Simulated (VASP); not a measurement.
# Al4CoNi3 (P4/mmm) in VASP: single point with PBE

Aim: the single point of Al4CoNi3 with PBE.

Everything below comes from runs of VASP 6.6.1. Logs are shortened: lines on timing, memory, paths and dates and some standing lists are left out, and cuts for length are marked.

### Step 1. The cell of the first run

The structure is tetragonal, space group P4/mmm (No. 123). The conventional cell has a = 4.083 Å, b = 4.083 Å, c = 5.767 Å, α = 90.00°, β = 90.00°, γ = 90.00°. Al (site symmetry 2mm) has 2 Co at 2.49 Å and 6 Ni at 2.49 to 2.50 Å and 6 Al at 2.87 to 2.90 Å within 3.3 Å. Within 3.3 Å of Co (site symmetry 4/mmm) lie 8 Al at 2.49 Å and 6 Ni at 2.88 to 2.89 Å. Ni (site symmetry 4/mmm) has 8 Al at 2.50 Å and 6 Ni at 2.88 to 2.89 Å within 3.3 Å. Ni (site symmetry 4/mmm) has 8 Al at 2.49 Å and 2 Ni at 2.88 Å and 4 Co at 2.89 Å within 3.3 Å. Ni (site symmetry 4/mmm) has 8 Al at 2.50 Å and 2 Co at 2.88 Å and 4 Ni at 2.89 Å within 3.3 Å.

### Step 2. Single point, PBE, collinear spin

The input, INCAR:

```
SYSTEM = Al4CoNi3
PREC = Accurate
ENCUT = 520
EDIFF = 1E-6
ISMEAR = 0
SIGMA = 0.1
LREAL = .False.
LASPH = .True.
NELM = 150
ALGO = Normal
ISIF = 2
LWAVE = .False.
LCHARG = .False.
ISPIN = 2
MAGMOM = 0 0 0 0 1.03 0 0.28 0.28
LORBIT = 11
LMAXMIX = 4
GGA = PE
NBANDS = 40
KPAR = 4
```

The input, KPOINTS:

```
regular mesh
0
Gamma
  10 10 8
  0 0 0
```

The input, POSCAR:

```
Al4CoNi3
1.0
    4.0831346447      0.0000000000      0.0000000000
    0.0000000000      4.0831346447      0.0000000000
    0.0000000000      0.0000000000      5.7670760598
Al Co Ni
4 1 3
Direct
    0.0000000000      0.5000000000      0.7486609523
    0.0000000000      0.5000000000      0.2513390477
    0.5000000000      0.0000000000      0.7486609523
    0.5000000000      0.0000000000      0.2513390477
    0.5000000000      0.5000000000      0.5000000000
    0.0000000000      0.0000000000      0.0000000000
    0.0000000000      0.0000000000      0.5000000000
    0.5000000000      0.5000000000      0.0000000000
```

Potentials or basis: VASP PAW PBE potentials, release 64 (Al, Co, Ni).

Started as:

```bash
$ cat potpaw_PBE.64/Al/POTCAR potpaw_PBE.64/Co/POTCAR potpaw_PBE.64/Ni/POTCAR > POTCAR
$ mpirun -np 4 vasp_std > vasp.out
```

OUTCAR:

```text
SYSTEM = Al4CoNi3
   PREC = Accurate
   ENCUT = 520
   EDIFF = 1E-6
   ISMEAR = 0
   LREAL = .False.
   LASPH = .True.
   NELM = 150
   ISIF = 2
   ISPIN = 2
   LORBIT = 11
   GGA = PE

 ion  position               nearest neighbor table
   1  0.000  0.500  0.749-   5 2.49   7 2.49   7 2.49   5 2.49   6 2.50   6 2.50   8 2.50   8 2.50
                             2 2.87   3 2.89   3 2.89   3 2.89   3 2.89   2 2.90
   2  0.000  0.500  0.251-   5 2.49   7 2.49   7 2.49   5 2.49   6 2.50   6 2.50   8 2.50   8 2.50
                             1 2.87   4 2.89   4 2.89   4 2.89   4 2.89   1 2.90
   3  0.500  0.000  0.749-   5 2.49   7 2.49   5 2.49   7 2.49   6 2.50   8 2.50   6 2.50   8 2.50
                             4 2.87   1 2.89   1 2.89   1 2.89   1 2.89   4 2.90
   4  0.500  0.000  0.251-   5 2.49   7 2.49   5 2.49   7 2.49   6 2.50   8 2.50   6 2.50   8 2.50
                             3 2.87   2 2.89   2 2.89   2 2.89   2 2.89   3 2.90
   5  0.500  0.500  0.500-   1 2.49   2 2.49   3 2.49   4 2.49   3 2.49   4 2.49   1 2.49   2 2.49
                             8 2.88   8 2.88   7 2.89   7 2.89   7 2.89   7 2.89
   6  0.000  0.000  0.000-   1 2.50   2 2.50   3 2.50   4 2.50   1 2.50   2 2.50   3 2.50   4 2.50
                             7 2.88   7 2.88   8 2.89   8 2.89   8 2.89   8 2.89
   7  0.000  0.000  0.500-   1 2.49   2 2.49   3 2.49   4 2.49   1 2.49   2 2.49   3 2.49   4 2.49
                             6 2.88   6 2.88   5 2.89   5 2.89   5 2.89   5 2.89
   8  0.500  0.500  0.000-   1 2.50   2 2.50   3 2.50   4 2.50   3 2.50   4 2.50   1 2.50   2 2.50
                             5 2.88   5 2.88   6 2.89   6 2.89   6 2.89   6 2.89

  LATTYP: Found a simple tetragonal cell.
 ALAT       =     4.0831346447
 C/A-ratio  =     1.4124138834

  Lattice vectors:

 A1 = (   4.0831346447,   0.0000000000,   0.0000000000)
 A2 = (   0.0000000000,   4.0831346447,   0.0000000000)
 A3 = (   0.0000000000,   0.0000000000,   5.7670760598)

Analysis of symmetry for initial positions (statically):
=====================================================================
 Subroutine PRICEL returns:
 Original cell was already a primitive cell.

 Routine SETGRP: Setting up the symmetry group for a
 simple tetragonal supercell.

 Subroutine GETGRP returns: Found 16 space group operations
 (whereof 16 operations were pure point group operations)
 out of a pool of 16 trial point group operations.

The static configuration has the point symmetry D_4h.

Analysis of symmetry for dynamics (positions and initial velocities):
=====================================================================
 Subroutine PRICEL returns:
 Original cell was already a primitive cell.

 Routine SETGRP: Setting up the symmetry group for a
 simple tetragonal supercell.

 Subroutine GETGRP returns: Found 16 space group operations
 (whereof 16 operations were pure point group operations)
 out of a pool of 16 trial point group operations.

The dynamic configuration has the point symmetry D_4h.

Analysis of structural, dynamic, and magnetic symmetry:
=====================================================================
 Subroutine PRICEL returns:
 Original cell was already a primitive cell.

 Routine SETGRP: Setting up the symmetry group for a
 simple tetragonal supercell.

 Subroutine GETGRP returns: Found 16 space group operations
 (whereof 16 operations were pure point group operations)
 out of a pool of 16 trial point group operations.

The overall configuration has the point symmetry D_4h.

 Subroutine INISYM returns: Found 16 space group operations
 (whereof 16 operations are pure point group operations),
 and found     1 'primitive' translations

----------------------------------------------------------------------------------------

                                     Primitive cell

  volume of cell :      96.1486

  direct lattice vectors                    reciprocal lattice vectors
     4.083134645  0.000000000  0.000000000     0.244909876  0.000000000  0.000000000
     0.000000000  4.083134645  0.000000000     0.000000000  0.244909876  0.000000000
     0.000000000  0.000000000  5.767076060     0.000000000  0.000000000  0.173398095

  length of vectors
     4.083134645  4.083134645  5.767076060     0.244909876  0.244909876  0.173398095

  position of ions in fractional coordinates (direct lattice)
     0.000000000  0.500000000  0.748660952
     0.000000000  0.500000000  0.251339048
     0.500000000  0.000000000  0.748660952
     0.500000000  0.000000000  0.251339048
     0.500000000  0.500000000  0.500000000
     0.000000000  0.000000000  0.000000000
     0.000000000  0.000000000  0.500000000
     0.500000000  0.500000000  0.000000000

  ion indices of the primitive-cell ions
   primitive index   ion index
                 1           1
                 2           2
                 3           3
                 4           4
                 5           5
                 6           6
                 7           7
                 8           8

----------------------------------------------------------------------------------------

 KPOINTS: regular mesh

Automatic generation of k-mesh.
 Grid dimensions read from file:
 generate k-points for:   10   10    8

 Generating k-lattice:

  Cartesian coordinates                     Fractional coordinates (reciprocal lattice)
     0.024490988  0.000000000  0.000000000     0.100000000  0.000000000  0.000000000
     0.000000000  0.024490988  0.000000000     0.000000000  0.100000000  0.000000000
     0.000000000  0.000000000  0.021674762     0.000000000  0.000000000  0.125000000

  Length of vectors
     0.024490988  0.024490988  0.021674762

  Shift w.r.t. Gamma in fractional coordinates (k-lattice)
     0.000000000  0.000000000  0.000000000

 Subroutine IBZKPT returns following result:
 ===========================================

 Found    105 irreducible k-points:

 Following reciprocal coordinates:
            Coordinates               Weight
  0.000000  0.000000  0.000000      1.000000
  0.100000  0.000000  0.000000      4.000000
  0.200000  0.000000  0.000000      4.000000
  0.300000  0.000000  0.000000      4.000000
  0.400000  0.000000  0.000000      4.000000
  0.500000  0.000000  0.000000      2.000000
[... 16 lines left out ...]
  0.100000  0.000000  0.125000      8.000000
  0.200000  0.000000  0.125000      8.000000
 [... further k-points ...]
   k-points           NKPTS =    105   k-points in BZ     NKDIM =    105   number of bands    NBANDS=     40
   number of dos      NEDOS =    301   number of ions     NIONS =      8
   total plane-waves  NPLWV =  43200
   dimension x,y,z NGX =    30 NGY =   30 NGZ =   48
   dimension x,y,z NGXF=    60 NGYF=   60 NGZF=   96
   ions per type =               4   1   3
   NGX,Y,Z   is equivalent  to a cutoff of  12.21, 12.21, 13.84 a.u.
   NGXF,Y,Z  is equivalent  to a cutoff of  24.43, 24.43, 27.67 a.u.
 SYSTEM =  Al4CoNi3
   PREC   = accura    normal or accurate (medium, high low for compatibility)
   ISTART =      0    job   : 0-new  1-cont  2-samecut
   ICHARG =      2    charge: 1-file 2-atom 10-const
   ISPIN  =      2    spin polarized calculation?
   LNONCOLLINEAR =      F non collinear calculations
   LSORBIT =      F    spin-orbit coupling
   LASPH  =      T    aspherical Exc in radial PAW
   ENCUT  =  520.0 eV  38.22 Ry    6.18 a.u.   7.59  7.59 10.72*2*pi/ulx,y,z
   NELM   =    150;   NELMIN=  2; NELMDL= -5     # of ELM steps
   EDIFF  = 0.1E-05   stopping-criterion for ELM
   LREAL  =      F    real-space projection
   EDIFFG = 0.1E-04   stopping-criterion for IOM
   NSW    =      0    number of steps for IOM
   IBRION =     -1    ionic relax: 0-MD 1-quasi-New 2-CG
   NFREE  =      0    steps in history (QN), initial steepest desc. (CG)
   ISIF   =      2    stress and relaxation
   ISYM   =      2    0-nonsym 1-usesym 2-fastsym
   POTIM  = 0.5000    time-step for ionic-motion
   TEBEG  =    0.0;   TEEND  =   0.0 temperature during run
   PSTRESS=    0.0 pullay stress
   NELECT =      51.0000    total number of electrons
   NUPDOWN=      -1.0000    fix difference up-down
   EMIN   =  10.00;   EMAX   =-10.00  energy-range for DOS
   EFERMI =   0.00;   METHOD = LEGACY
   ISMEAR =     0;   SIGMA  =   0.10  broadening in eV -4-tet -1-fermi 0-gaus
   EFERMI_NEDOS =   21; number of points for ismear=-14 and -15
   IALGO  =     38    algorithm
   IMIX   =      4    mixing-type and parameters
     AMIX     =   0.40;   BMIX     =  1.00
     AMIX_MAG =   1.60;   BMIX_MAG =  1.00
  volume/ion in A,a.u.               =      12.02        81.11
  Fermi-wavevector in a.u.,A,eV,Ry     =   1.325207  2.504279 23.894208  1.756175
  Thomas-Fermi vector in A             =   2.454685
   LORBIT       =     11    0 simple, 1 ext, 2 COOP (PROOUT), +10 PAW based schemes
   GGA     = PE    functional components
   LHFCALC =     F    Hartree Fock is set to
   AEXX    =    0.0000 exact exchange contribution
   IVDW    =     0    specifies the selected vdW correction
   LEPSILON=     F    determine dielectric tensor
   LRPA    =     F    only Hartree local field effects (RPA)
 spin polarized calculation
 Gauss-broadening in eV      SIGMA  =   0.10
  energy-cutoff  :      520.00
  volume of cell :       96.15
 maximum number of plane-waves:      2616
   NGX = 15   NGY = 15   NGZ = 21

 number of electron      51.0000051 magnetization       0.7777130

 Free energy of the ion-electron system (eV)
  ---------------------------------------------------
  ext. energy  EPLUGINS =         0.00000000
  ---------------------------------------------------
  free energy    TOTEN  =       -43.48953833 eV

  energy without entropy =      -43.46524774  energy(sigma->0) =      -43.47739304

 E-fermi :  10.0093     XC(G=0): -12.0383

 val. band max:        9.9926611640   @ k =   0.2000   0.0000   0.3750
 cond. band min:      10.0141143665   @ k =   0.2000   0.2000   0.2500
 fundamental gap:      0.0214532024
 Fermi energy:        10.0092976190

 spin component 1

 k-point     1 :       0.0000    0.0000    0.0000
  band No.  band energies     occupation
      1      -1.0453      1.00000
      2       3.1525      1.00000
      3       3.3049      1.00000
      4       4.7225      1.00000
      5       5.9452      1.00000
      6       5.9452      1.00000
[... 29 lines left out ...]
     36      15.5250      0.00000
     37      15.5700      0.00000
[... 918 lines left out ...]
     36      15.7317      0.00000
     37      16.7642      0.00000

 [... further k-points ...]

 spin component 2

 k-point     1 :       0.0000    0.0000    0.0000
  band No.  band energies     occupation
      1      -1.0406      1.00000
      2       3.1527      1.00000
      3       3.3346      1.00000
      4       4.7618      1.00000
      5       6.0012      1.00000
      6       6.0012      1.00000
[... 29 lines left out ...]
     36      15.5314      0.00000
     37      15.5764      0.00000
[... 918 lines left out ...]
     36      15.7806      0.00000
     37      16.7931      0.00000

 [... further k-points ...]

 [bands above 37 left out]

------------------------ aborting loop because EDIFF is reached ----------------------------------------

  FORCE on cell =-STRESS in cart. coord.  units (eV):
  Direction    XX          YY          ZZ          XY          YZ          ZX
  --------------------------------------------------------------------------------------
  -------------------------------------------------------------------------------------
  Total       -0.0066378     -0.0066378      0.0199668      0.0000000      0.0000000      0.0000000
  in kB       -0.1106099     -0.1106099      0.3327174      0.0000000      0.0000000      0.0000000
  external PRESSURE =       0.0371659 kB  Pullay stress =       0.0000000 kB

 VOLUME and BASIS-vectors are now :
 -----------------------------------------------------------------------------
  energy-cutoff  :      520.00
  volume of cell :       96.15
      direct lattice vectors                 reciprocal lattice vectors
     4.083134645  0.000000000  0.000000000     0.244909876  0.000000000  0.000000000
     0.000000000  4.083134645  0.000000000     0.000000000  0.244909876  0.000000000
     0.000000000  0.000000000  5.767076060     0.000000000  0.000000000  0.173398095

 POSITION                                       TOTAL-FORCE (eV/Angst)
 -----------------------------------------------------------------------------------
      0.00000      2.04157      4.31758        -0.000000     -0.000000     -0.007567
      0.00000      2.04157      1.44949        -0.000000      0.000000      0.007567
      2.04157      0.00000      4.31758         0.000000     -0.000000     -0.007567
      2.04157      0.00000      1.44949        -0.000000     -0.000000      0.007567
      2.04157      2.04157      2.88354        -0.000000     -0.000000      0.000000
      0.00000      0.00000      0.00000        -0.000000     -0.000000      0.000000
      0.00000      0.00000      2.88354        -0.000000     -0.000000      0.000000
      2.04157      2.04157      0.00000        -0.000000     -0.000000      0.000000
 -----------------------------------------------------------------------------------
    total drift:                                0.000000      0.000000      0.000000

  FREE ENERGIE OF THE ION-ELECTRON SYSTEM (eV)
  ---------------------------------------------------
  free  energy   TOTEN  =       -43.4895383284 eV

  energy  without entropy=      -43.4652477434  energy(sigma->0) =      -43.47739304

 total charge

# of ion       s       p       d       tot
------------------------------------------
    1        0.386   0.412   0.000   0.798
    2        0.386   0.412   0.000   0.798
    3        0.386   0.412   0.000   0.798
    4        0.386   0.412   0.000   0.798
    5        0.432   0.469   7.498   8.400
    6        0.477   0.499   8.475   9.451
    7        0.471   0.526   8.455   9.452
    8        0.468   0.515   8.458   9.440
--------------------------------------------------
tot          3.390   3.657  32.886  39.933

 magnetization (x)

# of ion       s       p       d       tot
------------------------------------------
    1       -0.000   0.001   0.000   0.001
    2       -0.000   0.001   0.000   0.001
    3       -0.000   0.001   0.000   0.001
    4       -0.000   0.001   0.000   0.001
    5        0.009   0.006   0.549   0.564
    6        0.003   0.008   0.013   0.024
    7        0.003  -0.006   0.125   0.122
    8        0.003  -0.003   0.084   0.084
--------------------------------------------------
tot          0.016   0.009   0.771   0.796
```

It took 2.9 min on 4 MPI ranks of Oxide Virtual Turin-like, shared host; peak memory 0.63 GiB.

What came out:

| Property | Result |
| --- | --- |
| Free energy | -43.4895 eV |
| Pressure | 0.0 GPa |
| Largest force | 0.008 eV/Å |
| Net moment | 0.78 μB per cell |
| Site moments | Al +0.00; Co +0.56; Ni +0.02, +0.12, +0.08 μB |
| Valence electrons inside the program's atomic spheres | Al 0.80; Co 8.40; Ni 9.45, 9.44 (each value once) |

Forces in eV/Å, atoms in the order of the input:
```
Al   0.000  0.000 -0.008
Al   0.000  0.000  0.008
Al   0.000  0.000 -0.008
Al   0.000  0.000  0.008
Co   0.000  0.000  0.000
Ni   0.000  0.000  0.000
Ni   0.000  0.000  0.000
Ni   0.000  0.000  0.000
```
